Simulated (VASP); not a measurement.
# Na2Cl (R-3m) in VASP: a series of runs

Runs on Na2Cl. Level: PBEsol. Tasks: single point.

Everything below comes from runs of VASP 6.6.1. Logs are shortened: lines on timing, memory, paths and dates and some standing lists are left out, and cuts for length are marked.

## Step 1: The cell of the first run

It takes space group R-3m (No. 166, trigonal). Conventional cell: a = 3.935 Å, b = 3.935 Å, c = 20.187 Å, α = 90.00°, β = 90.00°, γ = 120.00°. Na (site symmetry 3m) has 3 Cl at 2.84 Å within 3.7 Å. Cl (site symmetry -3m) has 6 Na at 2.84 Å within 3.7 Å.

## Step 2: Single point, PBEsol

The input, INCAR:

```
SYSTEM = Na2Cl
ALGO = Normal
EDIFF = 1E-6
ENCUT = 520
GGA = PS
ISIF = 2
ISMEAR = 0
LASPH = .True.
LCHARG = .True.
LELF = .True.
LREAL = .False.
LVHAR = .True.
LWAVE = .False.
NBANDS = 18
NELM = 80
PREC = Accurate
SIGMA = 0.15
```

The input, KPOINTS:

```
k-points
0
Gamma
  10 10 10
  0 0 0
```

The input, POSCAR:

```
Na2Cl
1.0
    1.9673871900      1.1358715300      6.7290776100
   -1.9673871900      1.1358715300      6.7290776100
    0.0000000000     -2.2717430500      6.7290776100
Na Cl
2 1
Direct
    0.7510740000      0.7510740000      0.7510740000
    0.2489260000      0.2489260000      0.2489260000
    0.0000000000      0.0000000000      0.0000000000
```

Potentials or basis: VASP PAW PBE potentials, release 64 (Na_pv, Cl).

Launch:

```sh
$ cat potpaw_PBE.64/Na_pv/POTCAR potpaw_PBE.64/Cl/POTCAR > POTCAR
$ mpirun -np 1 vasp_std > vasp.out
```

OUTCAR:

```text
SYSTEM = Na2Cl
   EDIFF = 1E-6
   ENCUT = 520
   GGA = PS
   ISIF = 2
   ISMEAR = 0
   LASPH = .True.
   LREAL = .False.
   NELM = 80
   PREC = Accurate

 ion  position               nearest neighbor table
   1  0.751  0.751  0.751-
   2  0.249  0.249  0.249-
   3  0.000  0.000  0.000-

  LATTYP: Found a trigonal (rhomboedric) cell.
 ALAT       =     7.1022040220
 COS(alpha) =     0.8465300371

  Lattice vectors:

 A1 = (   1.9673871900,   1.1358715300,   6.7290776100)
 A2 = (  -1.9673871900,   1.1358715300,   6.7290776100)
 A3 = (   0.0000000000,  -2.2717430500,   6.7290776100)

Analysis of symmetry for initial positions (statically):
=====================================================================
 Subroutine PRICEL returns:
 Original cell was already a primitive cell.

 Routine SETGRP: Setting up the symmetry group for a
 trigonal (rhombohedral) supercell.

 Subroutine GETGRP returns: Found 12 space group operations
 (whereof 12 operations were pure point group operations)
 out of a pool of 12 trial point group operations.

The static configuration has the point symmetry D_3d.

Analysis of symmetry for dynamics (positions and initial velocities):
=====================================================================
 Subroutine PRICEL returns:
 Original cell was already a primitive cell.

 Routine SETGRP: Setting up the symmetry group for a
 trigonal (rhombohedral) supercell.

 Subroutine GETGRP returns: Found 12 space group operations
 (whereof 12 operations were pure point group operations)
 out of a pool of 12 trial point group operations.

The dynamic configuration has the point symmetry D_3d.

 Subroutine INISYM returns: Found 12 space group operations
 (whereof 12 operations are pure point group operations),
 and found     1 'primitive' translations

----------------------------------------------------------------------------------------

                                     Primitive cell

  volume of cell :      90.2248

  direct lattice vectors                    reciprocal lattice vectors
     1.967387190  1.135871530  6.729077610     0.254144178  0.146730209  0.049536259
    -1.967387190  1.135871530  6.729077610    -0.254144178  0.146730209  0.049536259
     0.000000000 -2.271743050  6.729077610     0.000000000 -0.293460418  0.049536259

  length of vectors
     7.102204022  7.102204022  7.102204022     0.297611926  0.297611926  0.297611925

  position of ions in fractional coordinates (direct lattice)
     0.751074000  0.751074000  0.751074000
     0.248926000  0.248926000  0.248926000
     0.000000000  0.000000000  0.000000000

  ion indices of the primitive-cell ions
   primitive index   ion index
                 1           1
                 2           2
                 3           3

----------------------------------------------------------------------------------------

 KPOINTS: k-points

Automatic generation of k-mesh.
 Grid dimensions read from file:
 generate k-points for:   10   10   10

 Generating k-lattice:

  Cartesian coordinates                     Fractional coordinates (reciprocal lattice)
     0.025414418  0.014673021  0.004953626     0.100000000  0.000000000  0.000000000
    -0.025414418  0.014673021  0.004953626     0.000000000  0.100000000  0.000000000
     0.000000000 -0.029346042  0.004953626     0.000000000  0.000000000  0.100000000

  Length of vectors
     0.029761193  0.029761193  0.029761193

  Shift w.r.t. Gamma in fractional coordinates (k-lattice)
     0.000000000  0.000000000  0.000000000

 Subroutine IBZKPT returns following result:
 ===========================================

 Found    116 irreducible k-points:

 Following reciprocal coordinates:
            Coordinates               Weight
  0.000000  0.000000  0.000000      1.000000
  0.100000  0.000000  0.000000      6.000000
  0.200000  0.000000  0.000000      6.000000
  0.300000  0.000000  0.000000      6.000000
  0.400000  0.000000  0.000000      6.000000
  0.500000  0.000000  0.000000      3.000000
[... 16 lines left out ...]
  0.300000  0.300000  0.000000      6.000000
  0.400000  0.300000  0.000000     12.000000
 [... further k-points ...]
   k-points           NKPTS =    116   k-points in BZ     NKDIM =    116   number of bands    NBANDS=     18
   number of dos      NEDOS =    301   number of ions     NIONS =      3
   total plane-waves  NPLWV = 157464
   dimension x,y,z NGX =    54 NGY =   54 NGZ =   54
   dimension x,y,z NGXF=   108 NGYF=  108 NGZF=  108
   ions per type =               2   1
   NGX,Y,Z   is equivalent  to a cutoff of  12.64, 12.64, 12.64 a.u.
   NGXF,Y,Z  is equivalent  to a cutoff of  25.28, 25.28, 25.28 a.u.
 SYSTEM =  Na2Cl
   PREC   = accura    normal or accurate (medium, high low for compatibility)
   ISTART =      0    job   : 0-new  1-cont  2-samecut
   ICHARG =      2    charge: 1-file 2-atom 10-const
   ISPIN  =      1    spin polarized calculation?
   LNONCOLLINEAR =      F non collinear calculations
   LSORBIT =      F    spin-orbit coupling
   LASPH  =      T    aspherical Exc in radial PAW
   ENCUT  =  520.0 eV  38.22 Ry    6.18 a.u.  13.21 13.21 13.21*2*pi/ulx,y,z
   NELM   =     80;   NELMIN=  2; NELMDL= -5     # of ELM steps
   EDIFF  = 0.1E-05   stopping-criterion for ELM
   LREAL  =      F    real-space projection
   EDIFFG = 0.1E-04   stopping-criterion for IOM
   NSW    =      0    number of steps for IOM
   IBRION =     -1    ionic relax: 0-MD 1-quasi-New 2-CG
   NFREE  =      0    steps in history (QN), initial steepest desc. (CG)
   ISIF   =      2    stress and relaxation
   ISYM   =      2    0-nonsym 1-usesym 2-fastsym
   POTIM  = 0.5000    time-step for ionic-motion
   TEBEG  =    0.0;   TEEND  =   0.0 temperature during run
   PSTRESS=    0.0 pullay stress
   NELECT =      21.0000    total number of electrons
   NUPDOWN=      -1.0000    fix difference up-down
   EMIN   =  10.00;   EMAX   =-10.00  energy-range for DOS
   EFERMI =   0.00;   METHOD = LEGACY
   ISMEAR =     0;   SIGMA  =   0.15  broadening in eV -4-tet -1-fermi 0-gaus
   EFERMI_NEDOS =   21; number of points for ismear=-14 and -15
   IALGO  =     38    algorithm
   IMIX   =      4    mixing-type and parameters
     AMIX     =   0.40;   BMIX     =  1.00
     AMIX_MAG =   1.60;   BMIX_MAG =  1.00
  volume/ion in A,a.u.               =      30.07       202.96
  Fermi-wavevector in a.u.,A,eV,Ry     =   1.007023  1.902997 13.797600  1.014095
  Thomas-Fermi vector in A             =   2.139802
   LORBIT       =      0    0 simple, 1 ext, 2 COOP (PROOUT), +10 PAW based schemes
   GGA     = PS    functional components
   LHFCALC =     F    Hartree Fock is set to
   AEXX    =    0.0000 exact exchange contribution
   IVDW    =     0    specifies the selected vdW correction
   LEPSILON=     F    determine dielectric tensor
   LRPA    =     F    only Hartree local field effects (RPA)
 non-spin polarized calculation
 Gauss-broadening in eV      SIGMA  =   0.15
  energy-cutoff  :      520.00
  volume of cell :       90.22
 maximum number of plane-waves:      2485
 NGX is ok and might be reduce to    54
   NGX = 27   NGY = 27   NGZ = 27

 number of electron      21.0000003 magnetization

 Free energy of the ion-electron system (eV)
  ---------------------------------------------------
  ext. energy  EPLUGINS =         0.00000000
  ---------------------------------------------------
  free energy    TOTEN  =        -8.09692935 eV

  energy without entropy =       -8.08812897  energy(sigma->0) =       -8.09252916

 E-fermi :   1.6947     XC(G=0):  -7.1594

 val. band max:        1.6927390899   @ k =   0.5000   0.4000   0.1000
 cond. band min:       1.6994079745   @ k =  -0.3000   0.5000   0.3000
 fundamental gap:      0.0066688846
 Fermi energy:         1.6947267875

 k-point     1 :       0.0000    0.0000    0.0000
  band No.  band energies     occupation
      1     -23.3433      2.00000
      2     -23.3430      2.00000
      3     -23.3430      2.00000
      4     -23.3413      2.00000
      5     -23.3413      2.00000
      6     -23.3225      2.00000
[... 10 lines left out ...]
     17      10.1971      0.00000
     18      10.1971      0.00000

 k-point     2 :       0.1000    0.0000    0.0000
  band No.  band energies     occupation
      1     -23.3447      2.00000
      2     -23.3441      2.00000
      3     -23.3434      2.00000
      4     -23.3417      2.00000
      5     -23.3414      2.00000
      6     -23.3227      2.00000
[... 10 lines left out ...]
     17       9.3113      0.00000
     18       9.7777      0.00000

 k-point     3 :       0.2000    0.0000    0.0000
  band No.  band energies     occupation
      1     -23.3494      2.00000
      2     -23.3483      2.00000
      3     -23.3443      2.00000
      4     -23.3429      2.00000
      5     -23.3391      2.00000
      6     -23.3232      2.00000
[... 10 lines left out ...]
     17       9.3116      0.00000
     18       9.6984      0.00000

 k-point     4 :       0.3000    0.0000    0.0000
  band No.  band energies     occupation
      1     -23.3555      2.00000
      2     -23.3535      2.00000
      3     -23.3454      2.00000
      4     -23.3443      2.00000
      5     -23.3356      2.00000
      6     -23.3243      2.00000
[... 10 lines left out ...]
     17       9.0856      0.00000
     18       9.5829      0.00000

 k-point     5 :       0.4000    0.0000    0.0000
  band No.  band energies     occupation
      1     -23.3605      2.00000
      2     -23.3577      2.00000
      3     -23.3463      2.00000
      4     -23.3456      2.00000
      5     -23.3319      2.00000
      6     -23.3260      2.00000
[... 10 lines left out ...]
     17       8.8726      0.00000
     18       9.6387      0.00000

 k-point     6 :       0.5000    0.0000    0.0000
  band No.  band energies     occupation
      1     -23.3624      2.00000
      2     -23.3593      2.00000
      3     -23.3466      2.00000
      4     -23.3461      2.00000
      5     -23.3288      2.00000
      6     -23.3285      2.00000
[... 10 lines left out ...]
     17       8.9002      0.00000
     18       9.6446      0.00000

 k-point     7 :       0.1000    0.1000    0.0000
  band No.  band energies     occupation
      1     -23.3446      2.00000
      2     -23.3442      2.00000
      3     -23.3435      2.00000
      4     -23.3416      2.00000
      5     -23.3413      2.00000
      6     -23.3228      2.00000
[... 10 lines left out ...]
     17       9.2918      0.00000
     18       9.9247      0.00000

 k-point     8 :       0.2000    0.1000    0.0000
  band No.  band energies     occupation
      1     -23.3478      2.00000
      2     -23.3470      2.00000
      3     -23.3443      2.00000
      4     -23.3425      2.00000
      5     -23.3396      2.00000
      6     -23.3232      2.00000
[... 10 lines left out ...]
     17       9.3363      0.00000
     18       9.5365      0.00000
[... 229 lines left out ...]
     17       8.5305      0.00000
     18       9.5152      0.00000

 k-point    20 :      -0.4000    0.2000    0.0000
  band No.  band energies     occupation
      1     -23.3606      2.00000
      2     -23.3572      2.00000
      3     -23.3508      2.00000
      4     -23.3497      2.00000
      5     -23.3286      2.00000
      6     -23.3275      2.00000
[... 10 lines left out ...]
     17       8.5577      0.00000
     18       9.5038      0.00000

 k-point    21 :      -0.3000    0.2000   -0.0000
  band No.  band energies     occupation
      1     -23.3596      2.00000
      2     -23.3563      2.00000
      3     -23.3505      2.00000
      4     -23.3484      2.00000
      5     -23.3314      2.00000
      6     -23.3255      2.00000
[... 10 lines left out ...]
     17       8.1254      0.00000
     18       9.8992      0.00000

 k-point    22 :      -0.2000    0.2000    0.0000
  band No.  band energies     occupation
      1     -23.3567      2.00000
      2     -23.3543      2.00000
      3     -23.3483      2.00000
      4     -23.3461      2.00000
      5     -23.3344      2.00000
      6     -23.3242      2.00000
[... 10 lines left out ...]
     17       8.7303      0.00000
     18      10.1376      0.00000

 k-point    23 :       0.3000    0.3000    0.0000
  band No.  band energies     occupation
      1     -23.3565      2.00000
      2     -23.3534      2.00000
      3     -23.3465      2.00000
      4     -23.3433      2.00000
      5     -23.3349      2.00000
      6     -23.3243      2.00000
[... 10 lines left out ...]
     17       9.0993      0.00000
     18       9.9538      0.00000

 k-point    24 :       0.4000    0.3000    0.0000
  band No.  band energies     occupation
      1     -23.3594      2.00000
      2     -23.3555      2.00000
      3     -23.3480      2.00000
      4     -23.3447      2.00000
      5     -23.3328      2.00000
      6     -23.3248      2.00000
[... 10 lines left out ...]
     17       9.1362      0.00000
     18       9.2514      0.00000

 [... further k-points ...]

------------------------ aborting loop because EDIFF is reached ----------------------------------------

  FORCE on cell =-STRESS in cart. coord.  units (eV):
  Direction    XX          YY          ZZ          XY          YZ          ZX
  --------------------------------------------------------------------------------------
  -------------------------------------------------------------------------------------
  Total       -0.3373773     -0.3373774     -0.3106480      0.0000000     -0.0000000      0.0000000
  in kB       -5.9910185     -5.9910186     -5.5163687      0.0000000     -0.0000000      0.0000000
  external PRESSURE =      -5.8328020 kB  Pullay stress =       0.0000000 kB

 VOLUME and BASIS-vectors are now :
 -----------------------------------------------------------------------------
  energy-cutoff  :      520.00
  volume of cell :       90.22
      direct lattice vectors                 reciprocal lattice vectors
     1.967387190  1.135871530  6.729077610     0.254144178  0.146730209  0.049536259
    -1.967387190  1.135871530  6.729077610    -0.254144178  0.146730209  0.049536259
     0.000000000 -2.271743050  6.729077610     0.000000000 -0.293460418  0.049536259

 POSITION                                       TOTAL-FORCE (eV/Angst)
 -----------------------------------------------------------------------------------
      0.00000      0.00000     15.16211         0.000000     -0.000000     -0.007903
      0.00000      0.00000      5.02513         0.000000      0.000000      0.007903
      0.00000      0.00000      0.00000         0.000000      0.000000      0.000000
 -----------------------------------------------------------------------------------
    total drift:                               -0.000000      0.000000     -0.000000

  FREE ENERGIE OF THE ION-ELECTRON SYSTEM (eV)
  ---------------------------------------------------
  free  energy   TOTEN  =        -8.0969293520 eV

  energy  without entropy=       -8.0881289700  energy(sigma->0) =       -8.09252916
```

Run time: 5.8 min. Hardware: 1 thread of AMD EPYC 7R13 (Zen 3), shared host; peak memory 0.43 GiB.

What came out:

- Free energy: -8.0969 eV
- Pressure: -0.6 GPa
- Largest force: 0.008 eV/Å
- Band gap on the k mesh: zero (an odd number of electrons rules out a gap without spin polarisation)

Forces in eV/Å, atoms in the order of the input:
```
Na   0.000  0.000 -0.008
Na   0.000  0.000  0.008
Cl   0.000  0.000  0.000
```

Levels at points of the mesh, in eV from the Fermi level:
```tsv
k point	band 8	band 9	band 10	band 11	band 12	band 13	band 14	band 15
(0.00, 0.00, 0.00)	-5.52	-4.31	-4.31	-2.01	2.52	2.87	7.15	7.15
(0.50, 0.00, 0.00)	-5.91	-5.07	-4.64	1.15	1.47	2.70	4.50	5.90
(0.50, 0.50, 0.00)	-5.90	-5.09	-4.64	0.87	1.80	3.53	4.37	4.47
(0.50, 0.50, 0.50)	-5.64	-4.31	-4.31	-1.13	0.52	4.12	6.82	7.09
```

Caveat: the PAW data sets were made with another functional, which shifts forces and pressure a little; an odd number of electrons without spin polarisation forces a metal; a magnetic or distorted state may lie lower.

## Step 3: Single point, PBEsol

The input, INCAR:

```
  ALGO = Normal
  EDIFF = 1E-6
  ENCUT = 520
  GGA = PS
  ISIF = 2
  ISMEAR = 0
  LASPH = T
  LCHARG = F
  LREAL = F
  LWAVE = F
  NBANDS = 18
  NELM = 80
  PREC = Accurate
  SIGMA = 0.15
```

The input, KPOINTS:

```
k-points
0
Gamma
  10 10 10
```

POSCAR is that of step 2.

Potentials or basis: VASP PAW PBE potentials, release 64 (Na_pv, Cl).

Launch:

```sh
$ cat potpaw_PBE.64/Na_pv/POTCAR potpaw_PBE.64/Cl/POTCAR > POTCAR
$ mpirun -np 1 vasp_std > vasp.out
```

Run time: 5.6 min. Hardware: 1 thread of AMD EPYC 7R13 (Zen 3), shared host; peak memory 0.43 GiB.

It converged, with:

```yaml
Free_energy: -8.0969 eV
Pressure: -0.6 GPa
Largest_force: 0.008 eV/Å
Band_gap_on_the_k_mesh: zero (an odd number of electrons rules out a gap without spin polarisation)
```

Forces on the atoms (eV/Å):
```
Na   0.000  0.000 -0.008
Na   0.000  0.000  0.008
Cl   0.000  0.000  0.000
```

Levels at points of the mesh, in eV from the Fermi level:
| k point | band 8 | band 9 | band 10 | band 11 | band 12 | band 13 | band 14 | band 15 |
| --- | --- | --- | --- | --- | --- | --- | --- | --- |
| (0.00, 0.00, 0.00) | -5.52 | -4.31 | -4.31 | -2.01 | 2.52 | 2.87 | 7.15 | 7.15 |
| (0.50, 0.00, 0.00) | -5.91 | -5.07 | -4.64 | 1.15 | 1.47 | 2.70 | 4.50 | 5.90 |
| (0.50, 0.50, 0.00) | -5.90 | -5.09 | -4.64 | 0.87 | 1.80 | 3.53 | 4.37 | 4.47 |
| (0.50, 0.50, 0.50) | -5.64 | -4.31 | -4.31 | -1.13 | 0.52 | 4.12 | 6.82 | 7.09 |

Caveat: the PAW data sets were made with another functional, which shifts forces and pressure a little; an odd number of electrons without spin polarisation forces a metal; a magnetic or distorted state may lie lower.
